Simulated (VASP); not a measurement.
# HoNb2As3 (P4mm) in VASP: further runs, part 2 of 2

VASP 6.6.1. Earlier steps stand in the parts before.

**4. Single point, PBE, collinear spin**

This run uses another cell than the first one, of 23.93 Å³/atom.

Input file INCAR:

```
SYSTEM = HoNb2As3
ALGO = Normal
EDIFF = 1E-6
ENCUT = 500
GGA = PE
GGA_COMPAT = .False.
ISIF = 2
ISMEAR = 0
ISPIN = 2
LASPH = .True.
LCHARG = .False.
LMAXMIX = 6
LORBIT = 11
LREAL = .False.
LWAVE = .False.
MAGMOM = 0 1 1 0 0 0
NBANDS = 38
NELM = 200
PREC = Accurate
SIGMA = 0.1
```

Input file KPOINTS:

```
k-points
0
Gamma
  4 4 2
  0 0 0
```

Input file POSCAR:

```
HoNb2As3
1.0
    3.8945956189      0.0000000000      0.0000000000
    0.0000000000      3.8945956189      0.0000000000
    0.0000000000      0.0000000000      9.4668928453
Ho Nb As
1 2 3
Direct
    0.0000000000      0.0000000000      0.1662087624
    0.5000000000      0.0000000000      0.6747645896
    0.0000000000      0.5000000000      0.6747645896
    0.0000000000      0.0000000000      0.8724092947
    0.5000000000      0.0000000000      0.3953876019
    0.0000000000      0.5000000000      0.3953876019
```

Potentials or basis: VASP PAW PBE potentials, release 64 (Ho_3, Nb_sv, As), 4f in core.

The run is started by

```bash
$ cat potpaw_PBE.64/Ho_3/POTCAR potpaw_PBE.64/Nb_sv/POTCAR potpaw_PBE.64/As/POTCAR > POTCAR
$ mpirun -np 1 vasp_std > vasp.out
```

OUTCAR:

```text
SYSTEM = HoNb2As3
   EDIFF = 1E-6
   ENCUT = 500
   GGA = PE
   ISIF = 2
   ISMEAR = 0
   ISPIN = 2
   LASPH = .True.
   LORBIT = 11
   LREAL = .False.
   NELM = 200
   PREC = Accurate

 ion  position               nearest neighbor table
   1  0.000  0.000  0.166-   4 2.78   5 2.92   6 2.92   6 2.92   5 2.92
   2  0.500  0.000  0.675-   5 2.64   4 2.70   4 2.70   3 2.75   3 2.75   3 2.75   3 2.75
   3  0.000  0.500  0.675-   6 2.64   4 2.70   4 2.70   2 2.75   2 2.75   2 2.75   2 2.75
   4  0.000  0.000  0.872-   2 2.70   3 2.70   3 2.70   2 2.70   1 2.78
   5  0.500  0.000  0.395-   2 2.64   6 2.75   6 2.75   6 2.75   6 2.75   1 2.92   1 2.92
   6  0.000  0.500  0.395-   3 2.64   5 2.75   5 2.75   5 2.75   5 2.75   1 2.92   1 2.92

  LATTYP: Found a simple tetragonal cell.
 ALAT       =     3.8945956189
 C/A-ratio  =     2.4307768435

  Lattice vectors:
[... 1185 lines left out ...]
      1.94730      0.00000      6.38792        -0.000000     -0.000000     -0.020897
      0.00000      1.94730      6.38792        -0.000000      0.000000     -0.020897
      0.00000      0.00000      8.25901        -0.000000     -0.000000     -0.003444
      1.94730      0.00000      3.74309        -0.000000     -0.000000      0.036313
      0.00000      1.94730      3.74309        -0.000000     -0.000000      0.036313
 -----------------------------------------------------------------------------------
    total drift:                                0.000000      0.000000     -0.000252

  FREE ENERGIE OF THE ION-ELECTRON SYSTEM (eV)
  ---------------------------------------------------
  free  energy   TOTEN  =       -39.5118253691 eV

  energy  without entropy=      -39.4834361413  energy(sigma->0) =      -39.49763076

 total charge

# of ion       s       p       d       tot
------------------------------------------
    1        0.361   6.522   1.143   8.025
    2        2.198   5.979   2.558  10.735
    3        2.198   5.979   2.558  10.735
    4        1.225   1.563   0.036   2.824
    5        1.267   1.433   0.054   2.754
    6        1.267   1.433   0.054   2.754
--------------------------------------------------
tot          8.517  22.908   6.403  37.827

 magnetization (x)

# of ion       s       p       d       tot
------------------------------------------
    1       -0.000  -0.000  -0.000  -0.001
    2        0.000  -0.000  -0.000  -0.000
    3        0.000  -0.000  -0.000  -0.000
    4       -0.000   0.000  -0.000   0.000
    5       -0.000  -0.000  -0.000  -0.000
    6       -0.000  -0.000  -0.000  -0.000
--------------------------------------------------
tot         -0.000  -0.000  -0.001  -0.001
```

OSZICAR:

```text
N       E                     dE             d eps       ncg     rms          rms(c)
DAV:   1     0.490055053217E+03    0.49006E+03   -0.21835E+04  1968   0.120E+03
DAV:   2     0.112082374525E+02   -0.47885E+03   -0.45703E+03  2598   0.461E+02
DAV:   3    -0.353035923957E+02   -0.46512E+02   -0.44091E+02  3288   0.126E+02
DAV:   4    -0.402965810647E+02   -0.49930E+01   -0.48831E+01  3352   0.275E+01
DAV:   5    -0.407668479183E+02   -0.47027E+00   -0.46780E+00  2912   0.863E+00    0.214E+01
DAV:   6    -0.394717235498E+02    0.12951E+01   -0.42882E+00  3162   0.107E+01    0.143E+01
DAV:   7    -0.395989834033E+02   -0.12726E+00   -0.15535E+00  3098   0.659E+00    0.559E+00
DAV:   8    -0.396033708920E+02   -0.43875E-02   -0.14206E+00  3114   0.462E+00    0.333E+00
DAV:   9    -0.395013687844E+02    0.10200E+00   -0.28855E-01  2822   0.251E+00    0.132E+00
DAV:  10    -0.395080424890E+02   -0.66737E-02   -0.28158E-02  2778   0.882E-01    0.540E-01
DAV:  11    -0.395100307198E+02   -0.19882E-02   -0.66519E-03  2974   0.454E-01    0.236E-01
DAV:  12    -0.395113557815E+02   -0.13251E-02   -0.22411E-03  2742   0.220E-01    0.839E-02
DAV:  13    -0.395116946926E+02   -0.33891E-03   -0.46918E-04  2710   0.109E-01    0.430E-02
DAV:  14    -0.395117936863E+02   -0.98994E-04   -0.13773E-04  2800   0.525E-02    0.219E-02
DAV:  15    -0.395118203655E+02   -0.26679E-04   -0.39365E-05  2552   0.229E-02    0.100E-02
DAV:  16    -0.395118250004E+02   -0.46350E-05   -0.11109E-05  2612   0.132E-02    0.400E-03
DAV:  17    -0.395118253691E+02   -0.36871E-06   -0.12048E-06  1564   0.746E-03
   1 F= -.39511825E+02 E0= -.39497631E+02  d E =-.283892E-01  mag=    -0.0016
```

It took 74 s on 1 thread of Intel Xeon 6975P-C (Granite Rapids), shared host; peak memory 0.32 GiB.

Results:

- Free energy: -39.5118 eV
- Pressure: 0.1 GPa
- Largest force: 0.036 eV/Å
- Band gap on the k mesh: zero (filled and empty bands overlap)
- Net moment: 0.00 μB per cell
- Valence electrons inside the program's atomic spheres: Ho 8.03; Nb 10.73; As 2.82, 2.75 (each value once)

Forces on the atoms (eV/Å):
```
Ho   0.000  0.000 -0.027
Nb   0.000  0.000 -0.021
Nb   0.000  0.000 -0.021
As   0.000  0.000 -0.003
As   0.000  0.000  0.036
As   0.000  0.000  0.036
```

Stress tensor (GPa, compression positive):
```
0.05 0.00 0.00
0.00 0.05 0.00
0.00 0.00 0.24
```

Levels at points of the mesh, in eV from the Fermi level:
Spin up:
```
           k point  band 23  band 24  band 25  band 26  band 27  band 28
(0.00, 0.00, 0.00)    -1.34    -0.96    -0.72     1.24     1.24     1.57
(0.50, 0.00, 0.00)    -1.22    -0.33    -0.30     0.33     0.62     1.06
(0.50, 0.50, 0.00)    -1.34    -1.34    -0.33     0.28     1.69     1.69
(0.00, 0.00, 0.50)    -1.39    -1.23    -0.39     1.77     1.77     1.89
(0.50, 0.00, 0.50)    -1.17    -0.45    -0.15     0.32     0.56     0.71
(0.50, 0.50, 0.50)    -1.46    -1.46    -0.03     0.24     1.70     1.70
```
Spin down:
| k point | band 23 | band 24 | band 25 | band 26 | band 27 | band 28 |
| --- | --- | --- | --- | --- | --- | --- |
| (0.00, 0.00, 0.00) | -1.34 | -0.96 | -0.72 | 1.24 | 1.24 | 1.57 |
| (0.50, 0.00, 0.00) | -1.22 | -0.33 | -0.30 | 0.33 | 0.62 | 1.06 |
| (0.50, 0.50, 0.00) | -1.34 | -1.34 | -0.33 | 0.28 | 1.69 | 1.69 |
| (0.00, 0.00, 0.50) | -1.39 | -1.23 | -0.39 | 1.77 | 1.77 | 1.89 |
| (0.50, 0.00, 0.50) | -1.17 | -0.45 | -0.15 | 0.32 | 0.56 | 0.71 |
| (0.50, 0.50, 0.50) | -1.46 | -1.46 | -0.03 | 0.24 | 1.70 | 1.70 |

Caveat: the k points lie up to 0.40 Å⁻¹ apart; the magnetic or orbital state may not be the lowest; spin-orbit coupling is left out, which moves the levels of the heavy elements; the 4f electrons are frozen in the core, so they carry no moment and show no levels.
